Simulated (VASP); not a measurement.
# NbH2 (Fm-3m) in VASP: vibrations by perturbation theory with PBEsol

Aim: the vibrations by perturbation theory of NbH2 with PBEsol.

Program: VASP 6.6.1. These are calculated values, not measurements. Logs are shortened: lines on timing, memory, paths and dates and some standing lists are left out, and cuts for length are marked.

### Step 1. The cell of the first run

The structure is cubic, space group Fm-3m (No. 225). Conventional cell: a = 4.551 Å, b = 4.551 Å, c = 4.551 Å, α = 90.00°, β = 90.00°, γ = 90.00°. Within 2.6 Å of Nb (site symmetry m-3m) lie 8 H at 1.97 Å. H (site symmetry -43m) has 4 Nb at 1.97 Å and 6 H at 2.28 Å within 2.6 Å.

### Step 2. Vibrations by perturbation theory, PBEsol (phonons at volume x 1.02)

The input, INCAR:

```
SYSTEM = NbH2
ALGO = Normal
EDIFF = 1E-8
ENCUT = 520
GGA = PS
IBRION = 8
ISIF = 2
ISMEAR = -1
LASPH = .True.
LCHARG = .False.
LREAL = .False.
LWAVE = .False.
NBANDS = 14
NELM = 100
NSW = 1
PREC = Accurate
SIGMA = 0.15
```

The input, KPOINTS:

```
k-points
0
Gamma
  16 16 16
  0 0 0
```

The input, POSCAR:

```
NbH2
1.0
    0.0000000000      2.2752893379      2.2752893379
    2.2752893379      0.0000000000      2.2752893379
    2.2752893379      2.2752893379      0.0000000000
Nb H
1 2
Direct
    0.0000000000      0.0000000000      0.0000000000
    0.2500000000      0.2500000000      0.2500000000
    0.7500000000      0.7500000000      0.7500000000
```

Potentials or basis: VASP PAW PBE potentials, release 64 (Nb_sv, H).

Command:

```bash
$ cat potpaw_PBE.64/Nb_sv/POTCAR potpaw_PBE.64/H/POTCAR > POTCAR
$ mpirun -np 1 vasp_std > vasp.out
```

OUTCAR:

```text
SYSTEM = NbH2
   EDIFF = 1E-8
   ENCUT = 520
   GGA = PS
   IBRION = 8
   ISIF = 2
   ISMEAR = -1
   LASPH = .True.
   LREAL = .False.
   NELM = 100
   NSW = 1
   PREC = Accurate

 ion  position               nearest neighbor table
   1  0.000  0.000  0.000-
   2  0.250  0.250  0.250-
   3  0.750  0.750  0.750-

  LATTYP: Found a face centered cubic cell.
 ALAT       =     4.5505786758

  Lattice vectors:

 A1 = (   0.0000000000,   2.2752893379,   2.2752893379)
 A2 = (   2.2752893379,   0.0000000000,   2.2752893379)
 A3 = (   2.2752893379,   2.2752893379,   0.0000000000)

Analysis of symmetry for initial positions (statically):
=====================================================================
 Subroutine PRICEL returns:
 Original cell was already a primitive cell.

 Routine SETGRP: Setting up the symmetry group for a
 face centered cubic supercell.

 Subroutine GETGRP returns: Found 48 space group operations
 (whereof 48 operations were pure point group operations)
 out of a pool of 48 trial point group operations.

The static configuration has the point symmetry O_h .

Analysis of symmetry for dynamics (positions and initial velocities):
=====================================================================
 Subroutine PRICEL returns:
 Original cell was already a primitive cell.

 Routine SETGRP: Setting up the symmetry group for a
 face centered cubic supercell.

 Subroutine GETGRP returns: Found 48 space group operations
 (whereof 48 operations were pure point group operations)
 out of a pool of 48 trial point group operations.

The dynamic configuration has the point symmetry O_h .

 Subroutine INISYM returns: Found 48 space group operations
 (whereof 48 operations are pure point group operations),
 and found     1 'primitive' translations

----------------------------------------------------------------------------------------

                                     Primitive cell

  volume of cell :      23.5581

  direct lattice vectors                    reciprocal lattice vectors
     0.000000000  2.275289338  2.275289338    -0.219752271  0.219752271  0.219752271
     2.275289338  0.000000000  2.275289338     0.219752271 -0.219752271  0.219752271
     2.275289338  2.275289338  0.000000000     0.219752271  0.219752271 -0.219752271

  length of vectors
     3.217745040  3.217745040  3.217745040     0.380622099  0.380622099  0.380622099

  position of ions in fractional coordinates (direct lattice)
     0.000000000  0.000000000  0.000000000
     0.250000000  0.250000000  0.250000000
     0.750000000  0.750000000  0.750000000

  ion indices of the primitive-cell ions
   primitive index   ion index
                 1           1
                 2           2
                 3           3

----------------------------------------------------------------------------------------

 KPOINTS: k-points

Automatic generation of k-mesh.
 Grid dimensions read from file:
 generate k-points for:   16   16   16

 Generating k-lattice:

  Cartesian coordinates                     Fractional coordinates (reciprocal lattice)
    -0.013734517  0.013734517  0.013734517     0.062500000  0.000000000  0.000000000
     0.013734517 -0.013734517  0.013734517     0.000000000  0.062500000  0.000000000
     0.013734517  0.013734517 -0.013734517     0.000000000  0.000000000  0.062500000

  Length of vectors
     0.023788881  0.023788881  0.023788881

  Shift w.r.t. Gamma in fractional coordinates (k-lattice)
     0.000000000  0.000000000  0.000000000

 Subroutine IBZKPT returns following result:
 ===========================================

 Found    145 irreducible k-points:

 Following reciprocal coordinates:
            Coordinates               Weight
  0.000000  0.000000  0.000000      1.000000
[... 48 lines left out ...]
   ISIF   =      2    stress and relaxation
   ISYM   =      2    0-nonsym 1-usesym 2-fastsym
   POTIM  = 0.5000    time-step for ionic-motion
   TEBEG  =    0.0;   TEEND  =   0.0 temperature during run
   PSTRESS=    0.0 pullay stress
   NELECT =      15.0000    total number of electrons
   NUPDOWN=      -1.0000    fix difference up-down
   EMIN   =  10.00;   EMAX   =-10.00  energy-range for DOS
   EFERMI =   0.00;   METHOD = LEGACY
   ISMEAR =    -1;   SIGMA  =   0.15  broadening in eV -4-tet -1-fermi 0-gaus
   EFERMI_NEDOS =   21; number of points for ismear=-14 and -15
   IALGO  =     38    algorithm
   IMIX   =      4    mixing-type and parameters
     AMIX     =   0.40;   BMIX     =  1.00
     AMIX_MAG =   1.60;   BMIX_MAG =  1.00
  volume/ion in A,a.u.               =       7.85        52.99
  Fermi-wavevector in a.u.,A,eV,Ry     =   1.408398  2.661486 26.988297  1.983584
  Thomas-Fermi vector in A             =   2.530559
   LORBIT       =      0    0 simple, 1 ext, 2 COOP (PROOUT), +10 PAW based schemes
   GGA     = PS    functional components
   LHFCALC =     F    Hartree Fock is set to
   AEXX    =    0.0000 exact exchange contribution
   IVDW    =     0    specifies the selected vdW correction
   LEPSILON=     F    determine dielectric tensor
   LRPA    =     F    only Hartree local field effects (RPA)
 non-spin polarized calculation
  energy-cutoff  :      520.00
  volume of cell :       23.56
 maximum number of plane-waves:       648
   NGX = 11   NGY = 11   NGZ = 11

--------------------------------------- Ionic step        1  -------------------------------------------

 number of electron      14.9999999 magnetization

 Free energy of the ion-electron system (eV)
  ---------------------------------------------------
  ext. energy  EPLUGINS =         0.00000000
  ---------------------------------------------------
  free energy    TOTEN  =       -18.53241925 eV

  energy without entropy =      -18.45446065  energy(sigma->0) =      -18.49343995

 E-fermi :   9.9221     XC(G=0): -12.2033

 val. band max:        9.8812953643   @ k =   0.5000   0.2500   0.1250
 cond. band min:       9.9460709148   @ k =  -0.2500   0.2500   0.0625
 fundamental gap:      0.0647755505
 Fermi energy:         9.9220610282

 k-point     1 :       0.0000    0.0000    0.0000
  band No.  band energies     occupation
      1     -45.3578      2.00000
      2     -21.1473      2.00000
      3     -21.1473      2.00000
      4     -21.1473      2.00000
      5      -0.7813      2.00000
      6       8.5682      1.99976
      7       8.5682      1.99976
      8       8.5682      1.99976
      9       8.8667      1.99824
     10      11.2265      0.00033
     11      11.2265      0.00033
     12      22.2915      0.00000
     13      23.2960      0.00000
     14      23.2960      0.00000
[... 377 lines left out ...]
      1     -45.3490      2.00000
      2     -21.2161      2.00000
      3     -21.1659      2.00000
      4     -21.1521      2.00000
      5      -0.4956      2.00000
      6       6.7616      2.00000
      7       8.7068      1.99939
      8       8.7296      1.99929
      9      10.9935      0.00158
     10      11.0117      0.00140
     11      11.2220      0.00034
     12      20.4980      0.00000
     13      23.5012      0.00000
     14      24.0227      0.00000

 [... further k-points ...]

------------------------ aborting loop because EDIFF is reached ----------------------------------------

  FORCE on cell =-STRESS in cart. coord.  units (eV):
  Direction    XX          YY          ZZ          XY          YZ          ZX
  --------------------------------------------------------------------------------------
  -------------------------------------------------------------------------------------
  Total       -0.5967851     -0.5967851     -0.5967851      0.0000000      0.0000000      0.0000000
  in kB      -40.5871629    -40.5871629    -40.5871629      0.0000000      0.0000000      0.0000000
  external PRESSURE =     -40.5871629 kB  Pullay stress =       0.0000000 kB

 VOLUME and BASIS-vectors are now :
 -----------------------------------------------------------------------------
  energy-cutoff  :      520.00
  volume of cell :       23.56
      direct lattice vectors                 reciprocal lattice vectors
     0.000000000  2.275289338  2.275289338    -0.219752271  0.219752271  0.219752271
     2.275289338  0.000000000  2.275289338     0.219752271 -0.219752271  0.219752271
     2.275289338  2.275289338  0.000000000     0.219752271  0.219752271 -0.219752271

 POSITION                                       TOTAL-FORCE (eV/Angst)
 -----------------------------------------------------------------------------------
      0.00000      0.00000      0.00000        -0.000000     -0.000000     -0.000000
      1.13764      1.13764      1.13764         0.000000      0.000000      0.000000
      3.41293      3.41293      3.41293        -0.000000     -0.000000     -0.000000
 -----------------------------------------------------------------------------------
    total drift:                               -0.000000      0.000000      0.000000

  FREE ENERGIE OF THE ION-ELECTRON SYSTEM (eV)
  ---------------------------------------------------
  free  energy   TOTEN  =       -18.5324192496 eV

  energy  without entropy=      -18.4544606526  energy(sigma->0) =      -18.49343995

[... ionic steps 2 to 3 ...]

--------------------------------------- Ionic step        4  -------------------------------------------

------------------------ aborting loop because EDIFF is reached ----------------------------------------

[... ionic steps 5 to 6 ...]

--------------------------------------- Ionic step        7  -------------------------------------------

 Free energy of the ion-electron system (eV)
  ---------------------------------------------------
  ---------------------------------------------------
  free energy    TOTEN  =        -0.01691829 eV

  energy without entropy =       -0.01691829

------------------------ aborting loop because EDIFF is reached ----------------------------------------

 INTERNAL STRAIN TENSOR  FOR ION    2  DIRECTION 1   (eV/Angst):
 -----------------------------------------------------------------------------
    -0.00139  0.00000  0.00000
     0.00000  0.00050 -4.73515
     0.00000 -4.73515  0.00050

 INTERNAL STRAIN TENSOR FOR ION    3 for displacements in x,y,z  (eV/Angst):
          X           Y           Z          XY          YZ          ZX
  --------------------------------------------------------------------------------
  x     0.00000     0.00000     0.00000     0.00000     4.73515     0.00000
  y    -0.00000     0.00000    -0.00000     0.00000     0.00000     4.73515
  z    -0.00000    -0.00000     0.00000     4.73515     0.00000     0.00000

 SECOND DERIVATIVES (NOT SYMMETRIZED)
 ------------------------------------
               1X          1Y          1Z          2X          2Y          2Z          3X          3Y          3Z
  1X    -8.529757    0.000000    0.000000    4.264879    0.000000    0.000000    4.264879    0.000000    0.000000
  1Y     0.000000   -8.529757    0.000000    0.000000    4.264879    0.000000    0.000000    4.264879    0.000000
  1Z     0.000000    0.000000   -8.529757    0.000000    0.000000    4.264879    0.000000    0.000000    4.264879
  2X     4.216006    0.000000   -0.000000   -5.068532    0.000000    0.000000    0.852525    0.000000    0.000000
  2Y     0.000000    4.216006    0.000000    0.000000   -5.068532    0.000000    0.000000    0.852525    0.000000
  2Z    -0.000000    0.000000    4.216006    0.000000    0.000000   -5.068532    0.000000    0.000000    0.852525
  3X     4.216006    0.000000   -0.000000    0.852525    0.000000    0.000000   -5.068532    0.000000    0.000000
  3Y     0.000000    4.216006    0.000000    0.000000    0.852525    0.000000    0.000000   -5.068532    0.000000
  3Z    -0.000000    0.000000    4.216006    0.000000    0.000000    0.852525    0.000000    0.000000   -5.068532

 Eigenvectors and eigenvalues of the dynamical matrix
 ----------------------------------------------------

   1 f  =   38.040861 THz   239.017779 2PiTHz 1268.906538 cm-1   157.324289 meV
             X         Y         Z           dx          dy          dz
      0.000000  0.000000  0.000000     0.000000   -0.000000   -0.000000
      1.137645  1.137645  1.137645     0.706244   -0.034910    0.000000
      3.412934  3.412934  3.412934    -0.706244    0.034910    0.000000
[... 43 lines left out ...]
   9 f/i=    0.027005 THz     0.169675 2PiTHz    0.900775 cm-1     0.111682 meV
             X         Y         Z           dx          dy          dz
      0.000000  0.000000  0.000000     0.353825    0.923842    0.003450
      1.137645  1.137645  1.137645     0.036920    0.096400    0.000360
      3.412934  3.412934  3.412934     0.036920    0.096400    0.000360

--------------------------------------------------------------------------------------------------------

 ELASTIC MODULI CONTR FROM IONIC RELAXATION (kBar)
 Direction    XX          YY          ZZ          XY          YZ          ZX
 --------------------------------------------------------------------------------
 XX          -0.0000      0.0000     -0.0000      0.0000     -0.0000      0.0000
 YY           0.0000     -0.0000      0.0000      0.0000     -0.0000     -0.0000
 ZZ          -0.0000      0.0000     -0.0000     -0.0000     -0.0000      0.0000
 XY           0.0000      0.0000     -0.0000   -515.0738     -0.0000      0.0000
 YZ          -0.0000     -0.0000     -0.0000     -0.0000   -515.0738     -0.0000
 ZX           0.0000     -0.0000      0.0000     -0.0000     -0.0000   -515.0738
 --------------------------------------------------------------------------------
```

It took 5.1 min on 1 thread of Intel Xeon Platinum 8375C at 2.90GHz (Ice Lake), shared host; peak memory 0.5 GiB.

Results:

| Quantity | Value |
| --- | --- |
| Highest phonon frequency at Γ, LO-TO splitting left out | 1269 cm⁻¹ |

Phonon frequencies in cm⁻¹ (negative: imaginary):
| q point | frequencies |
| --- | --- |
| (0.000, 0.000, 0.000) | -1 -1 -1 1082 1082 1082 1269 1269 1269 |

Caveat: the cell differs from its parent crystal (phonons at volume x 1.02); the cell wasn't relaxed at this level first, which shifts response properties; the PAW data sets were made with another functional, which shifts forces and pressure a little.
